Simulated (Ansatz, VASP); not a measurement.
**Two plane-wave programs on Al**

Contents of INCAR:

```
SYSTEM = Al
PREC = Accurate
ENCUT = 520
EDIFF = 1E-7
ISMEAR = -1
SIGMA = 0.05
LREAL = .False.
LASPH = .True.
NELM = 100
ALGO = Normal
ISIF = 2
LWAVE = .False.
LCHARG = .True.
GGA = CA
LELF = .True.
LVHAR = .True.
NBANDS = 8
```

The input KPOINTS:

```
regular mesh
0
Gamma
  12 12 12
  0 0 0
```

The input POSCAR:

```
Al
1.0
   -1.6017568692      1.6017568692      1.6017568692
    1.6017568692     -1.6017568692      1.6017568692
    1.6017568692      1.6017568692     -1.6017568692
Al
1
Direct
    0.0000000000      0.0000000000      0.0000000000
```

File input.yaml:

```yaml
crystal:
  lattice:
    - [-1.6017568692, 1.6017568692, 1.6017568692]
    - [1.6017568692, -1.6017568692, 1.6017568692]
    - [1.6017568692, 1.6017568692, -1.6017568692]
  atoms:
    - { symbol: Al, position: [0.0, 0.0, 0.0] }
hamiltonian:
  xc: lda
  pseudopotentials: { kind: paw }
kpoints:
  mp_grid: { grid: [12, 12, 12] }
scf:
  occupations: { method: fermi_dirac, width: 0.05 }
output:
  forces: true
  stress: true
  eigenvalues: true
```

Alike in both runs: task single point; functional LDA; k mesh 12 × 12 × 12; occupations fermi-dirac, width 0.05 eV; no spin polarisation.

|  | VASP | Ansatz |
| --- | --- | --- |
| version | VASP 6.6.1 | Ansatz 0.2.0 |
| potentials or method | VASP PAW LDA potentials, release 64 (Al) | Ansatz PAW |
| plane-wave cutoff (eV) | 520 | 420 |
| valence electrons in the cell | 3 | 3 |

```csv
,VASP,Ansatz,Ansatz less VASP
gap on the k mesh at the Fermi level (eV),none,none,-
pressure (GPa),-0.9,-1.0,-0.07
```

LDA's correlation is that of Perdew and Zunger in VASP and of Perdew and Wang (1992) in Ansatz. A gap of «none» marks a metal or a gap that the smearing closes.
